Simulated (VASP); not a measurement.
# BaRu3 (Pm-3m) in VASP: single point with PBE

Aim: the single point of BaRu3 with PBE.

Program: VASP 6.6.1. These are calculated values, not measurements. Logs are shortened: lines on timing, memory, paths and dates and some standing lists are left out, and cuts for length are marked.

## Step 1: The cell of the first run

Symmetry: Pm-3m, No. 221, cubic system. Conventional cell: a = 4.156 Å, b = 4.156 Å, c = 4.156 Å, α = 90.00°, β = 90.00°, γ = 90.00°. Ba (site symmetry m-3m) has 12 Ru at 2.94 Å within 3.9 Å. Within 3.9 Å of Ru (site symmetry 4/mmm) lie 4 Ba at 2.94 Å and 8 Ru at 2.94 Å.

## Step 2: Single point, PBE

INCAR reads:

```
SYSTEM = BaRu3
  PREC = Accurate
  ENCUT = 560
  EDIFF = 1E-6
  ISMEAR = 0
  SIGMA = 0.1
  LREAL = .FALSE.
  LASPH = .TRUE.
  NELM = 120
  ALGO = Normal
  ISIF = 2
  LWAVE = .FALSE.
  LCHARG = .FALSE.
  GGA = PE
  NBANDS = 37
  GGA_COMPAT = .FALSE.
```

KPOINTS reads:

```
regular mesh
0
G
  12 12 12
  0 0 0
```

POSCAR reads:

```
BaRu3
1.0
    4.1561477345      0.0000000000      0.0000000000
    0.0000000000      4.1561477345      0.0000000000
    0.0000000000      0.0000000000      4.1561477345
Ba Ru
1 3
Direct
    0.0000000000      0.0000000000      0.0000000000
    0.0000000000      0.5000000000      0.5000000000
    0.5000000000      0.0000000000      0.5000000000
    0.5000000000      0.5000000000      0.0000000000
```

Potentials or basis: VASP PAW PBE potentials, release 64 (Ba_sv, Ru_sv).

Launch:

```sh
$ cat potpaw_PBE.64/Ba_sv/POTCAR potpaw_PBE.64/Ru_sv/POTCAR > POTCAR
$ mpirun -np 1 vasp_std > vasp.out
```

OUTCAR:

```text
SYSTEM = BaRu3
   PREC = Accurate
   ENCUT = 560
   EDIFF = 1E-6
   ISMEAR = 0
   LREAL = .FALSE.
   LASPH = .TRUE.
   NELM = 120
   ISIF = 2
   GGA = PE

 ion  position               nearest neighbor table
   1  0.000  0.000  0.000-   2 2.94   3 2.94   4 2.94   2 2.94   3 2.94   2 2.94   4 2.94   2 2.94
                             3 2.94   4 2.94   3 2.94   4 2.94
   2  0.000  0.500  0.500-   1 2.94   1 2.94   1 2.94   1 2.94
   3  0.500  0.000  0.500-   1 2.94   1 2.94   1 2.94   1 2.94
   4  0.500  0.500  0.000-   1 2.94   1 2.94   1 2.94   1 2.94

  LATTYP: Found a simple cubic cell.
 ALAT       =     4.1561477345

  Lattice vectors:

 A1 = (   4.1561477345,   0.0000000000,   0.0000000000)
 A2 = (   0.0000000000,   4.1561477345,   0.0000000000)
 A3 = (   0.0000000000,   0.0000000000,   4.1561477345)

Analysis of symmetry for initial positions (statically):
=====================================================================
 Subroutine PRICEL returns:
 Original cell was already a primitive cell.

 Routine SETGRP: Setting up the symmetry group for a
 simple cubic supercell.

 Subroutine GETGRP returns: Found 48 space group operations
 (whereof 48 operations were pure point group operations)
 out of a pool of 48 trial point group operations.

The static configuration has the point symmetry O_h .

Analysis of symmetry for dynamics (positions and initial velocities):
=====================================================================
 Subroutine PRICEL returns:
 Original cell was already a primitive cell.

 Routine SETGRP: Setting up the symmetry group for a
 simple cubic supercell.

 Subroutine GETGRP returns: Found 48 space group operations
 (whereof 48 operations were pure point group operations)
 out of a pool of 48 trial point group operations.

The dynamic configuration has the point symmetry O_h .

 Subroutine INISYM returns: Found 48 space group operations
 (whereof 48 operations are pure point group operations),
 and found     1 'primitive' translations

----------------------------------------------------------------------------------------

                                     Primitive cell

  volume of cell :      71.7915

  direct lattice vectors                    reciprocal lattice vectors
     4.156147735  0.000000000  0.000000000     0.240607424  0.000000000  0.000000000
     0.000000000  4.156147735  0.000000000     0.000000000  0.240607424  0.000000000
     0.000000000  0.000000000  4.156147735     0.000000000  0.000000000  0.240607424

  length of vectors
     4.156147735  4.156147735  4.156147735     0.240607424  0.240607424  0.240607424

  position of ions in fractional coordinates (direct lattice)
     0.000000000  0.000000000  0.000000000
     0.000000000  0.500000000  0.500000000
     0.500000000  0.000000000  0.500000000
     0.500000000  0.500000000  0.000000000

  ion indices of the primitive-cell ions
   primitive index   ion index
                 1           1
                 2           2
                 3           3
                 4           4

----------------------------------------------------------------------------------------

 KPOINTS: regular mesh

Automatic generation of k-mesh.
 Grid dimensions read from file:
 generate k-points for:   12   12   12

 Generating k-lattice:

  Cartesian coordinates                     Fractional coordinates (reciprocal lattice)
     0.020050619  0.000000000  0.000000000     0.083333333  0.000000000  0.000000000
     0.000000000  0.020050619  0.000000000     0.000000000  0.083333333  0.000000000
     0.000000000  0.000000000  0.020050619     0.000000000  0.000000000  0.083333333

  Length of vectors
     0.020050619  0.020050619  0.020050619

  Shift w.r.t. Gamma in fractional coordinates (k-lattice)
     0.000000000  0.000000000  0.000000000

 Subroutine IBZKPT returns following result:
 ===========================================

 Found     84 irreducible k-points:

 Following reciprocal coordinates:
            Coordinates               Weight
  0.000000  0.000000  0.000000      1.000000
  0.083333  0.000000  0.000000      6.000000
  0.166667  0.000000  0.000000      6.000000
  0.250000  0.000000  0.000000      6.000000
  0.333333  0.000000  0.000000      6.000000
  0.416667  0.000000  0.000000      6.000000
[... 16 lines left out ...]
  0.333333  0.333333  0.000000     12.000000
  0.416667  0.333333  0.000000     24.000000
 [... further k-points ...]
   k-points           NKPTS =     84   k-points in BZ     NKDIM =     84   number of bands    NBANDS=     37
   number of dos      NEDOS =    301   number of ions     NIONS =      4
   total plane-waves  NPLWV =  32768
   dimension x,y,z NGX =    32 NGY =   32 NGZ =   32
   dimension x,y,z NGXF=    64 NGYF=   64 NGZF=   64
   ions per type =               1   3
   NGX,Y,Z   is equivalent  to a cutoff of  12.80, 12.80, 12.80 a.u.
   NGXF,Y,Z  is equivalent  to a cutoff of  25.60, 25.60, 25.60 a.u.
 SYSTEM =  BaRu3
   PREC   = accura    normal or accurate (medium, high low for compatibility)
   ISTART =      0    job   : 0-new  1-cont  2-samecut
   ICHARG =      2    charge: 1-file 2-atom 10-const
   ISPIN  =      1    spin polarized calculation?
   LNONCOLLINEAR =      F non collinear calculations
   LSORBIT =      F    spin-orbit coupling
   LASPH  =      T    aspherical Exc in radial PAW
   ENCUT  =  560.0 eV  41.16 Ry    6.42 a.u.   8.02  8.02  8.02*2*pi/ulx,y,z
   NELM   =    120;   NELMIN=  2; NELMDL= -5     # of ELM steps
   EDIFF  = 0.1E-05   stopping-criterion for ELM
   LREAL  =      F    real-space projection
   EDIFFG = 0.1E-04   stopping-criterion for IOM
   NSW    =      0    number of steps for IOM
   IBRION =     -1    ionic relax: 0-MD 1-quasi-New 2-CG
   NFREE  =      0    steps in history (QN), initial steepest desc. (CG)
   ISIF   =      2    stress and relaxation
   ISYM   =      2    0-nonsym 1-usesym 2-fastsym
   POTIM  = 0.5000    time-step for ionic-motion
   TEBEG  =    0.0;   TEEND  =   0.0 temperature during run
   PSTRESS=    0.0 pullay stress
   NELECT =      58.0000    total number of electrons
   NUPDOWN=      -1.0000    fix difference up-down
   EMIN   =  10.00;   EMAX   =-10.00  energy-range for DOS
   EFERMI =   0.00;   METHOD = LEGACY
   ISMEAR =     0;   SIGMA  =   0.10  broadening in eV -4-tet -1-fermi 0-gaus
   EFERMI_NEDOS =   21; number of points for ismear=-14 and -15
   IALGO  =     38    algorithm
   IMIX   =      4    mixing-type and parameters
     AMIX     =   0.40;   BMIX     =  1.00
     AMIX_MAG =   1.60;   BMIX_MAG =  1.00
  volume/ion in A,a.u.               =      17.95       121.12
  Fermi-wavevector in a.u.,A,eV,Ry     =   1.524731  2.881323 31.630881  2.324804
  Thomas-Fermi vector in A             =   2.632998
   LORBIT       =      0    0 simple, 1 ext, 2 COOP (PROOUT), +10 PAW based schemes
   GGA     = PE    functional components
   LHFCALC =     F    Hartree Fock is set to
   AEXX    =    0.0000 exact exchange contribution
   IVDW    =     0    specifies the selected vdW correction
   LEPSILON=     F    determine dielectric tensor
   LRPA    =     F    only Hartree local field effects (RPA)
 non-spin polarized calculation
 Gauss-broadening in eV      SIGMA  =   0.10
  energy-cutoff  :      560.00
  volume of cell :       71.79
 maximum number of plane-waves:      2202
   NGX = 17   NGY = 17   NGZ = 17

 number of electron      57.9999989 magnetization

 Free energy of the ion-electron system (eV)
  ---------------------------------------------------
  ext. energy  EPLUGINS =         0.00000000
  ---------------------------------------------------
  free energy    TOTEN  =       -24.12975929 eV

  energy without entropy =      -24.08686155  energy(sigma->0) =      -24.10831042

 E-fermi :   9.5359     XC(G=0): -12.5348

 val. band max:        9.5330707139   @ k =   0.3333   0.3333   0.1667
 cond. band min:       9.5374604683   @ k =   0.5000   0.3333   0.2500
 fundamental gap:      0.0043897544
 Fermi energy:         9.5359276747

 k-point     1 :       0.0000    0.0000    0.0000
  band No.  band energies     occupation
      1     -62.4296      2.00000
      2     -62.3735      2.00000
      3     -62.3735      2.00000
      4     -32.6048      2.00000
      5     -32.6048      2.00000
      6     -32.6048      2.00000
[... 29 lines left out ...]
     36      15.3726      0.00000
     37      15.3726      0.00000

 k-point     2 :       0.0833    0.0000    0.0000
  band No.  band energies     occupation
      1     -62.4287      2.00000
      2     -62.3744      2.00000
      3     -62.3735      2.00000
      4     -32.6022      2.00000
      5     -32.6022      2.00000
      6     -32.6006      2.00000
[... 29 lines left out ...]
     36      15.3065      0.00000
     37      15.8558      0.00000

 k-point     3 :       0.1667    0.0000    0.0000
  band No.  band energies     occupation
      1     -62.4263      2.00000
      2     -62.3768      2.00000
      3     -62.3735      2.00000
      4     -32.5951      2.00000
      5     -32.5951      2.00000
      6     -32.5883      2.00000
[... 29 lines left out ...]
     36      15.1211      0.00000
     37      16.3634      0.00000

 k-point     4 :       0.2500    0.0000    0.0000
  band No.  band energies     occupation
      1     -62.4224      2.00000
      2     -62.3807      2.00000
      3     -62.3735      2.00000
      4     -32.5847      2.00000
      5     -32.5847      2.00000
      6     -32.5690      2.00000
[... 29 lines left out ...]
     36      14.8629      0.00000
     37      16.6394      0.00000
[... 683 lines left out ...]
      1     -62.4053      2.00000
      2     -62.3921      2.00000
      3     -62.3789      2.00000
      4     -32.6064      2.00000
      5     -32.5374      2.00000
      6     -32.4690      2.00000
[... 29 lines left out ...]
     36      14.0096      0.00000
     37      15.9958      0.00000

 k-point    23 :       0.3333    0.3333    0.0000
  band No.  band energies     occupation
      1     -62.4078      2.00000
      2     -62.3874      2.00000
      3     -62.3810      2.00000
      4     -32.6161      2.00000
      5     -32.5385      2.00000
      6     -32.4677      2.00000
[... 29 lines left out ...]
     36      14.7338      0.00000
     37      15.2331      0.00000

 k-point    24 :       0.4167    0.3333    0.0000
  band No.  band energies     occupation
      1     -62.4037      2.00000
      2     -62.3902      2.00000
      3     -62.3824      2.00000
      4     -32.6190      2.00000
      5     -32.5277      2.00000
      6     -32.4833      2.00000
[... 29 lines left out ...]
     36      14.4222      0.00000
     37      15.1736      0.00000

 [... further k-points ...]

------------------------ aborting loop because EDIFF is reached ----------------------------------------

  FORCE on cell =-STRESS in cart. coord.  units (eV):
  Direction    XX          YY          ZZ          XY          YZ          ZX
  --------------------------------------------------------------------------------------
  -------------------------------------------------------------------------------------
  Total        1.8295292      1.8295292      1.8295292      0.0000000      0.0000000     -0.0000000
  in kB       40.8297764     40.8297764     40.8297764      0.0000000      0.0000000     -0.0000000
  external PRESSURE =      40.8297764 kB  Pullay stress =       0.0000000 kB

 VOLUME and BASIS-vectors are now :
 -----------------------------------------------------------------------------
  energy-cutoff  :      560.00
  volume of cell :       71.79
      direct lattice vectors                 reciprocal lattice vectors
     4.156147735  0.000000000  0.000000000     0.240607424  0.000000000  0.000000000
     0.000000000  4.156147735  0.000000000     0.000000000  0.240607424  0.000000000
     0.000000000  0.000000000  4.156147735     0.000000000  0.000000000  0.240607424

 POSITION                                       TOTAL-FORCE (eV/Angst)
 -----------------------------------------------------------------------------------
      0.00000      0.00000      0.00000         0.000000      0.000000      0.000000
      0.00000      2.07807      2.07807         0.000000      0.000000      0.000000
      2.07807      0.00000      2.07807         0.000000      0.000000      0.000000
      2.07807      2.07807      0.00000         0.000000      0.000000      0.000000
 -----------------------------------------------------------------------------------
    total drift:                                0.000000     -0.000000     -0.000000

  FREE ENERGIE OF THE ION-ELECTRON SYSTEM (eV)
  ---------------------------------------------------
  free  energy   TOTEN  =       -24.1297592862 eV

  energy  without entropy=      -24.0868615511  energy(sigma->0) =      -24.10831042
```

Run time: 67 s. Hardware: 1 thread of Intel Xeon Platinum 8559C (Emerald Rapids), shared host; peak memory 0.32 GiB.

What came out:

```
Free energy            : -24.1298 eV
Pressure               : 4.1 GPa
Band gap on the k mesh : zero (bands 29 and 30 overlap by 1.52 eV)
```

Caveat: the cell stands under pressure; spin-orbit coupling is left out, which moves the levels of the heavy elements.
